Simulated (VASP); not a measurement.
# AgBr (rocksalt type) (Fm-3m) in VASP: further runs, part 2 of 2

VASP 6.6.1. The steps go on from the part before.

**3. Single point, PBE (volume scaled by 0.95)**

Input file INCAR:

```
PREC = Accurate
ENCUT = 500
EDIFF = 1E-6
ISMEAR = -1
SIGMA = 0.03
LREAL = False
LASPH = True
NELM = 120
ALGO = Normal
ISIF = 2
LWAVE = False
LCHARG = True
GGA = PE
LELF = True
LVHAR = True
NBANDS = 16
GGA_COMPAT = False
```

Input file KPOINTS:

```
regular mesh
0
Gamma
  13 13 13
```

Input file POSCAR:

```
AgBr
1.0
    0.0000000000      2.8709392673      2.8709392673
    2.8709392673      0.0000000000      2.8709392673
    2.8709392673      2.8709392673      0.0000000000
Ag Br
1 1
Direct
    0.0000000000      0.0000000000      0.0000000000
    0.5000000000      0.5000000000      0.5000000000
```

Potentials or basis: VASP PAW PBE potentials, release 64 (Ag, Br).

Started as:

```bash
$ cat potpaw_PBE.64/Ag/POTCAR potpaw_PBE.64/Br/POTCAR > POTCAR
$ mpirun -np 1 vasp_std > vasp.out
```

OUTCAR:

```text
PREC = Accurate
   ENCUT = 500
   EDIFF = 1E-6
   ISMEAR = -1
   LREAL = False
   LASPH = True
   NELM = 120
   ISIF = 2
   GGA = PE

 ion  position               nearest neighbor table
   1  0.000  0.000  0.000-   2 2.87   2 2.87   2 2.87   2 2.87   2 2.87   2 2.87
   2  0.500  0.500  0.500-   1 2.87   1 2.87   1 2.87   1 2.87   1 2.87   1 2.87

  LATTYP: Found a face centered cubic cell.
 ALAT       =     5.7418785346

  Lattice vectors:

 A1 = (   0.0000000000,   2.8709392673,   2.8709392673)
 A2 = (   2.8709392673,   0.0000000000,   2.8709392673)
 A3 = (   2.8709392673,   2.8709392673,   0.0000000000)

Analysis of symmetry for initial positions (statically):
=====================================================================
 Subroutine PRICEL returns:
 Original cell was already a primitive cell.

 Routine SETGRP: Setting up the symmetry group for a
 face centered cubic supercell.

 Subroutine GETGRP returns: Found 48 space group operations
 (whereof 48 operations were pure point group operations)
 out of a pool of 48 trial point group operations.

The static configuration has the point symmetry O_h .

Analysis of symmetry for dynamics (positions and initial velocities):
=====================================================================
 Subroutine PRICEL returns:
 Original cell was already a primitive cell.

 Routine SETGRP: Setting up the symmetry group for a
 face centered cubic supercell.

 Subroutine GETGRP returns: Found 48 space group operations
 (whereof 48 operations were pure point group operations)
 out of a pool of 48 trial point group operations.

The dynamic configuration has the point symmetry O_h .

 Subroutine INISYM returns: Found 48 space group operations
 (whereof 48 operations are pure point group operations),
 and found     1 'primitive' translations

----------------------------------------------------------------------------------------

                                     Primitive cell

  volume of cell :      47.3262

  direct lattice vectors                    reciprocal lattice vectors
     0.000000000  2.870939267  2.870939267    -0.174159031  0.174159031  0.174159031
     2.870939267  0.000000000  2.870939267     0.174159031 -0.174159031  0.174159031
     2.870939267  2.870939267  0.000000000     0.174159031  0.174159031 -0.174159031

  length of vectors
     4.060121249  4.060121249  4.060121249     0.301652290  0.301652290  0.301652290

  position of ions in fractional coordinates (direct lattice)
     0.000000000  0.000000000  0.000000000
     0.500000000  0.500000000  0.500000000

  ion indices of the primitive-cell ions
   primitive index   ion index
                 1           1
                 2           2

----------------------------------------------------------------------------------------

 KPOINTS: regular mesh

Automatic generation of k-mesh.
 Grid dimensions read from file:
 generate k-points for:   13   13   13

 Generating k-lattice:

  Cartesian coordinates                     Fractional coordinates (reciprocal lattice)
    -0.013396849  0.013396849  0.013396849     0.076923077  0.000000000  0.000000000
     0.013396849 -0.013396849  0.013396849     0.000000000  0.076923077  0.000000000
     0.013396849  0.013396849 -0.013396849     0.000000000  0.000000000  0.076923077

  Length of vectors
     0.023204022  0.023204022  0.023204022

  Shift w.r.t. Gamma in fractional coordinates (k-lattice)
     0.000000000  0.000000000  0.000000000

 Subroutine IBZKPT returns following result:
 ===========================================

 Found     84 irreducible k-points:

 Following reciprocal coordinates:
            Coordinates               Weight
  0.000000  0.000000  0.000000      1.000000
  0.076923  0.000000  0.000000      8.000000
  0.153846  0.000000  0.000000      8.000000
  0.230769  0.000000  0.000000      8.000000
  0.307692  0.000000  0.000000      8.000000
  0.384615  0.000000  0.000000      8.000000
[... 16 lines left out ...]
  0.384615  0.153846  0.000000     24.000000
  0.461538  0.153846  0.000000     24.000000
 [... further k-points ...]
   k-points           NKPTS =     84   k-points in BZ     NKDIM =     84   number of bands    NBANDS=     16
   number of dos      NEDOS =    301   number of ions     NIONS =      2
   total plane-waves  NPLWV =  27000
   dimension x,y,z NGX =    30 NGY =   30 NGZ =   30
   dimension x,y,z NGXF=    60 NGYF=   60 NGZF=   60
   ions per type =               1   1
   NGX,Y,Z   is equivalent  to a cutoff of  12.28, 12.28, 12.28 a.u.
   NGXF,Y,Z  is equivalent  to a cutoff of  24.57, 24.57, 24.57 a.u.
 SYSTEM =  unknown system
   PREC   = accura    normal or accurate (medium, high low for compatibility)
   ISTART =      0    job   : 0-new  1-cont  2-samecut
   ICHARG =      2    charge: 1-file 2-atom 10-const
   ISPIN  =      1    spin polarized calculation?
   LNONCOLLINEAR =      F non collinear calculations
   LSORBIT =      F    spin-orbit coupling
   LASPH  =      T    aspherical Exc in radial PAW
   ENCUT  =  500.0 eV  36.75 Ry    6.06 a.u.   7.40  7.40  7.40*2*pi/ulx,y,z
   NELM   =    120;   NELMIN=  2; NELMDL= -5     # of ELM steps
   EDIFF  = 0.1E-05   stopping-criterion for ELM
   LREAL  =      F    real-space projection
   EDIFFG = 0.1E-04   stopping-criterion for IOM
   NSW    =      0    number of steps for IOM
   IBRION =     -1    ionic relax: 0-MD 1-quasi-New 2-CG
   NFREE  =      0    steps in history (QN), initial steepest desc. (CG)
   ISIF   =      2    stress and relaxation
   ISYM   =      2    0-nonsym 1-usesym 2-fastsym
   POTIM  = 0.5000    time-step for ionic-motion
   TEBEG  =    0.0;   TEEND  =   0.0 temperature during run
   PSTRESS=    0.0 pullay stress
   NELECT =      18.0000    total number of electrons
   NUPDOWN=      -1.0000    fix difference up-down
   EMIN   =  10.00;   EMAX   =-10.00  energy-range for DOS
   EFERMI =   0.00;   METHOD = LEGACY
   ISMEAR =    -1;   SIGMA  =   0.03  broadening in eV -4-tet -1-fermi 0-gaus
   EFERMI_NEDOS =   21; number of points for ismear=-14 and -15
   IALGO  =     38    algorithm
   IMIX   =      4    mixing-type and parameters
     AMIX     =   0.40;   BMIX     =  1.00
     AMIX_MAG =   1.60;   BMIX_MAG =  1.00
  volume/ion in A,a.u.               =      23.66       159.69
  Fermi-wavevector in a.u.,A,eV,Ry     =   1.186128  2.241457 19.142041  1.406900
  Thomas-Fermi vector in A             =   2.322308
   LORBIT       =      0    0 simple, 1 ext, 2 COOP (PROOUT), +10 PAW based schemes
   GGA     = PE    functional components
   LHFCALC =     F    Hartree Fock is set to
   AEXX    =    0.0000 exact exchange contribution
   IVDW    =     0    specifies the selected vdW correction
   LEPSILON=     F    determine dielectric tensor
   LRPA    =     F    only Hartree local field effects (RPA)
 non-spin polarized calculation
  energy-cutoff  :      500.00
  volume of cell :       47.33
 maximum number of plane-waves:      1243
 NGX is ok and might be reduce to    30
   NGX = 15   NGY = 15   NGZ = 15

 number of electron      18.0000002 magnetization

 Free energy of the ion-electron system (eV)
  ---------------------------------------------------
  ext. energy  EPLUGINS =         0.00000000
  ---------------------------------------------------
  free energy    TOTEN  =        -4.98389681 eV

  energy without entropy =       -4.98389677  energy(sigma->0) =       -4.98389679

 E-fermi :   3.9954     XC(G=0):  -9.8565

 val. band max:        3.5899335448   @ k =   0.4615   0.0000   0.0000
 cond. band min:       4.2828793275   @ k =   0.0000   0.0000   0.0000
 fundamental gap:      0.6929457827
 Fermi energy:         3.9954300924

 k-point     1 :       0.0000    0.0000    0.0000
  band No.  band energies     occupation
      1     -11.4658      2.00000
      2       0.8171      2.00000
      3       0.8171      2.00000
      4       0.8171      2.00000
      5       0.8173      2.00000
      6       0.8173      2.00000
[... 8 lines left out ...]
     15      15.3979      0.00000
     16      15.3979      0.00000
[... 419 lines left out ...]
 k-point    24 :       0.4615    0.1538    0.0000
  band No.  band energies     occupation
      1     -11.0342      2.00000
      2      -1.3119      2.00000
      3      -0.4928      2.00000
      4      -0.3498      2.00000
      5       1.0186      2.00000
      6       1.1383      2.00000
[... 8 lines left out ...]
     15      17.2026      0.00000
     16      17.2299      0.00000

 [... further k-points ...]

------------------------ aborting loop because EDIFF is reached ----------------------------------------

  FORCE on cell =-STRESS in cart. coord.  units (eV):
  Direction    XX          YY          ZZ          XY          YZ          ZX
  --------------------------------------------------------------------------------------
  -------------------------------------------------------------------------------------
  Total        0.6617541      0.6617541      0.6617541      0.0000000      0.0000000      0.0000000
  in kB       22.4029507     22.4029507     22.4029507      0.0000000      0.0000000      0.0000000
  external PRESSURE =      22.4029507 kB  Pullay stress =       0.0000000 kB

 VOLUME and BASIS-vectors are now :
 -----------------------------------------------------------------------------
  energy-cutoff  :      500.00
  volume of cell :       47.33
      direct lattice vectors                 reciprocal lattice vectors
     0.000000000  2.870939267  2.870939267    -0.174159031  0.174159031  0.174159031
     2.870939267  0.000000000  2.870939267     0.174159031 -0.174159031  0.174159031
     2.870939267  2.870939267  0.000000000     0.174159031  0.174159031 -0.174159031

 POSITION                                       TOTAL-FORCE (eV/Angst)
 -----------------------------------------------------------------------------------
      0.00000      0.00000      0.00000        -0.000000      0.000000     -0.000000
      2.87094      2.87094      2.87094         0.000000     -0.000000      0.000000
 -----------------------------------------------------------------------------------
    total drift:                               -0.000000      0.000000      0.000000

  FREE ENERGIE OF THE ION-ELECTRON SYSTEM (eV)
  ---------------------------------------------------
  free  energy   TOTEN  =        -4.9838968138 eV

  energy  without entropy=       -4.9838967653  energy(sigma->0) =       -4.98389679
```

OSZICAR:

```text
N       E                     dE             d eps       ncg     rms          rms(c)
DAV:   1     0.947046695552E+02    0.94705E+02   -0.82159E+03  2752   0.964E+02
DAV:   2    -0.179636694777E+01   -0.96501E+02   -0.89418E+02  3288   0.211E+02
DAV:   3    -0.508323964810E+01   -0.32869E+01   -0.32802E+01  3288   0.405E+01
DAV:   4    -0.510048518962E+01   -0.17246E-01   -0.17245E-01  3312   0.320E+00
DAV:   5    -0.510065537313E+01   -0.17018E-03   -0.17018E-03  3408   0.309E-01    0.599E+00
DAV:   6    -0.498800924148E+01    0.11265E+00   -0.17832E-01  3264   0.601E+00    0.392E+00
DAV:   7    -0.498380990462E+01    0.41993E-02   -0.60724E-02  3040   0.163E+00    0.157E+00
DAV:   8    -0.498384873448E+01   -0.38830E-04   -0.39890E-03  3200   0.635E-01    0.255E-01
DAV:   9    -0.498386961355E+01   -0.20879E-04   -0.50574E-04  3464   0.232E-01    0.327E-02
DAV:  10    -0.498389003433E+01   -0.20421E-04   -0.32758E-05  3432   0.754E-02    0.193E-02
DAV:  11    -0.498389701113E+01   -0.69768E-05   -0.13424E-05  3160   0.292E-02    0.625E-03
DAV:  12    -0.498389681381E+01    0.19732E-06   -0.93905E-07  2280   0.948E-03
   1 F= -.49838968E+01 E0= -.49838968E+01  d E =-.485409E-07
```

Run time: 26 s. Hardware: 1 thread of AMD EPYC 9R45 (Zen 5), shared host; peak memory 0.18 GiB.

What came out:

* Free energy: -4.9839 eV
* Pressure: 2.2 GPa
* Band gap on the k mesh: 0.69 eV, indirect (least direct gap 2.60 eV)

Levels at points of the mesh, in eV from the valence-band top:
```
           k point  band 5  band 6  band 7  band 8  band 9  band 10  band 11  band 12  band 13  band 14
(0.00, 0.00, 0.00)   -2.77   -2.77   -1.91   -1.91   -1.91     0.69     9.93     9.93     9.93    11.17
```
